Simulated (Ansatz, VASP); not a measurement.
# GaN in VASP and in Ansatz

File INCAR:

```
ALGO = Normal
EDIFF = 1E-6
ENCUT = 600
GGA = PS
GGA_COMPAT = False
ISIF = 2
ISMEAR = 0
LASPH = True
LCHARG = False
LREAL = False
LWAVE = False
NBANDS = 16
NELM = 120
PREC = Accurate
SIGMA = 0.01
```

File KPOINTS:

```
k-points
0
Gamma
  8 8 8
```

POSCAR

```
GaN
1.0
    0.0000000000      2.2535000000      2.2535000000
    2.2535000000      0.0000000000      2.2535000000
    2.2535000000      2.2535000000      0.0000000000
Ga N
1 1
Direct
    0.0000000000      0.0000000000      0.0000000000
    0.2500000000      0.2500000000      0.2500000000
```

Input for Ansatz:

```yaml
crystal:
  lattice:
    bravais: fcc
    a: 4.507
  space_group: 216
  atoms:
    - { symbol: Ga, position: [0.0, 0.0, 0.0] }
    - { symbol: "N", position: [0.25, 0.25, 0.25] }
  reduce_to_primitive: true
kpoints:
  mp_grid:
    grid: [8, 8, 8]
hamiltonian:
  xc: pbesol
scf:
  convergence:
    dr2_threshold: 1.0e-10
  occupations:
    method: fixed
output:
  stress: true
  eigenvalues: true
```

Alike in both runs: task single point; functional PBEsol; k mesh 8 × 8 × 8; no spin polarisation.

```csv
,VASP,Ansatz
version,VASP 6.6.1,Ansatz 0.2.0
potentials or method,"VASP PAW PBE potentials, release 64 (Ga_d, N)","plane waves, PAW"
plane-wave cutoff (eV),600,420
occupations,"gaussian, width 0.01 eV",fixed
valence electrons in the cell,18,18
```

```csv
,VASP,Ansatz,Ansatz less VASP
gap on the k mesh at the Fermi level (eV),1.68,1.66,-0.018
pressure (GPa),-1.5,-1.1,+0.37
```

VASP's potentials were made for PBE, not for PBEsol.
